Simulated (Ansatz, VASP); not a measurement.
## One calculation of ScAl2, two programs

INCAR

```
SYSTEM = ScAl2
ALGO = Fast ; EDIFF = 1E-7
ENCUT = 520 ; GGA = PS
ISIF = 2 ; ISMEAR = 0
LASPH = .TRUE. ; LCHARG = .FALSE.
LREAL = .FALSE. ; LWAVE = .FALSE.
NBANDS = 26 ; NELM = 100
PREC = Accurate ; SIGMA = 0.1
```

KPOINTS

```
k-points
0
G
  2 2 2
  0 0 0
```

File POSCAR:

```
ScAl2
1.0
    0.0000000000      3.7776526849      3.7776526849
    3.7776526849      0.0000000000      3.7776526849
    3.7776526849      3.7776526849      0.0000000000
Sc Al
2 4
Direct
    0.5000000000      0.5000000000      0.5000000000
    0.7500000000      0.7500000000      0.7500000000
    0.1250000000      0.1250000000      0.1250000000
    0.6250000000      0.1250000000      0.1250000000
    0.1250000000      0.6250000000      0.1250000000
    0.1250000000      0.1250000000      0.6250000000
```

Input for Ansatz:

```yaml
crystal:
  lattice:
    - [0.0, 3.7776526849, 3.7776526849]
    - [3.7776526849, 0.0, 3.7776526849]
    - [3.7776526849, 3.7776526849, 0.0]
  atoms:
    - { symbol: Sc, position: [0.5, 0.5, 0.5] }
    - { symbol: Sc, position: [0.75, 0.75, 0.75] }
    - { symbol: Al, position: [0.125, 0.125, 0.125] }
    - { symbol: Al, position: [0.625, 0.125, 0.125] }
    - { symbol: Al, position: [0.125, 0.625, 0.125] }
    - { symbol: Al, position: [0.125, 0.125, 0.625] }
basis:
  ecutwfc: 420
kpoints:
  mp_grid: { grid: [2, 2, 2] }
hamiltonian:
  xc: pbesol
scf:
  occupations: { method: gaussian, width: 0.1 }
output:
  forces: true
  stress: true
  eigenvalues: true
```

Alike in both runs: task single point; functional PBEsol; k mesh 2 × 2 × 2; occupations gaussian, width 0.1 eV; no spin polarisation.

```csv
,VASP,Ansatz
version,VASP 6.6.1,Ansatz 0.2.0
potentials or method,"VASP PAW PBE potentials, release 64 (Sc_sv, Al), cutoff 520 eV","scalar-relativistic, plane waves, PAW"
valence electrons in the cell,34,34
```

Ansatz gave:

```
gap on the k mesh at the Fermi level (eV) : none
pressure (GPa)                            : 0.1
```

Q: What did VASP give for the same quantities?

A: gap on the k mesh at the Fermi level (eV): none; pressure (GPa): 0.2.

VASP's potentials were made for PBE, not for PBEsol. A gap of «none» marks a metal or a gap that the smearing closes.

The k mesh is coarse, so the values compare programs but aren't converged.
